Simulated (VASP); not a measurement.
The system is PtSe (rocksalt type).

```
CELL_PARAMETERS angstrom
0.00000 2.64397 2.64397
2.64397 0.00000 2.64397
2.64397 2.64397 0.00000
ATOMIC_POSITIONS crystal
Pt 0.00000 0.00000 0.00000
Se 0.50000 0.50000 0.50000
```

Base run:

- Program: VASP 6.6.1
- Functional: r2SCAN
- Potentials or basis: VASP PAW PBE potentials, release 64 (Pt, Se)
- Cutoff: 520 eV
- k mesh: 11 × 11 × 11
- Occupations: fermi-dirac, width 0.03 eV
- Spin: no spin polarisation

Its results: band gap on the k mesh zero (band 8 reaches 10.20 eV, above the bottom of band 9 at 5.70 eV); pressure -3.0 GPa.

The run is repeated on the same cell with these changes: functional from r2SCAN to PBEsol; further incar settings from ALGO = Normal; EDIFF = 1e-08; NBANDS = 15 to ALGO = Normal; EDIFF = 1e-06; NBANDS = 15. What comes out?

Band gap on the k mesh zero (band 8 reaches 10.13 eV, above the bottom of band 9 at 5.90 eV); pressure -6.1 GPa.

Caveats: the PAW data sets were made with another functional, which shifts forces and pressure a little; spin-orbit coupling is left out, which moves the levels of the heavy elements.
